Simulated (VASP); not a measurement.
Write the native input for VASP 6.6.1 that does the following.

```
Task                    : single point
Functional              : PBEsol
Potentials or basis     : VASP PAW PBE potentials, release 64 (Si)
Cutoff                  : 400 eV
k mesh                  : 18 × 18 × 10
Occupations             : gaussian, width 0.1 eV
Spin                    : no spin polarisation
Dipole correction       : no
k mesh for the DOS      : 27 × 27 × 15
Occupations for the DOS : tetrahedron
Further INCAR settings  : ALGO = Normal; EDIFF = 1e-06; NBANDS = 11
```

Crystal: Si.

```
Si
1.0
     2.66295    0.00000    0.00000
    -1.33147    2.30618    0.00000
     0.00000    0.00000    4.55104
Si
2
Direct
  0.33333 0.66667 0.25000
  0.66667 0.33333 0.75000
```

This isn't the form of Si at room conditions, which is diamond.

The input as run:

POSCAR

```
Si
1.0
    2.6629499968      0.0000000000      0.0000000000
   -1.3314749984      2.3061823463      0.0000000000
    0.0000000000      0.0000000000      4.5510372790
Si
2
Direct
    0.3333333333      0.6666666667      0.2500000000
    0.6666666667      0.3333333333      0.7500000000
```

INCAR.step1

```
SYSTEM = Si
PREC = Accurate ; ENCUT = 400
EDIFF = 1E-6 ; ISMEAR = 0
SIGMA = 0.1 ; LREAL = .False.
LASPH = .True. ; NELM = 120
ALGO = Normal ; ISIF = 2
LWAVE = .False. ; LCHARG = .True.
GGA = PS ; NBANDS = 11
GGA_COMPAT = .False. ; NEDOS = 2001
LORBIT = 11
```

KPOINTS.step1

```
Automatic mesh
0
Gamma
  18 18 10
  0 0 0
```

INCAR.step2

```
SYSTEM = Si
PREC = Accurate ; ENCUT = 400
EDIFF = 1E-6 ; ISMEAR = -5
SIGMA = 0.1 ; LREAL = .False.
LASPH = .True. ; NELM = 120
ALGO = Normal ; ISIF = 2
LWAVE = .False. ; LCHARG = .False.
GGA = PS ; LORBIT = 11
NBANDS = 11 ; NEDOS = 2001
ICHARG = 11 ; GGA_COMPAT = .False.
```

KPOINTS.step2

```
Automatic mesh
0
Gamma
  27 27 15
  0 0 0
```

Potentials or basis: VASP PAW PBE potentials, release 64 (Si).

The run is started by

```bash
$ cat potpaw_PBE.64/Si/POTCAR > POTCAR
$ cp INCAR.step1 INCAR
$ cp KPOINTS.step1 KPOINTS
$ mpirun -np 1 vasp_std > vasp.out
$ cp INCAR.step2 INCAR
$ cp KPOINTS.step2 KPOINTS
$ mpirun -np 1 vasp_std > vasp.out
```

Results of the run:

```yaml
Valence_electrons_inside_the_program's_atomic_spheres: Si 1.56
```

Run time: 84 s on 1 thread of Intel(R) Xeon(R) Platinum 8488C (Sapphire Rapids), with other jobs on the host, peak memory 0.22 GiB.
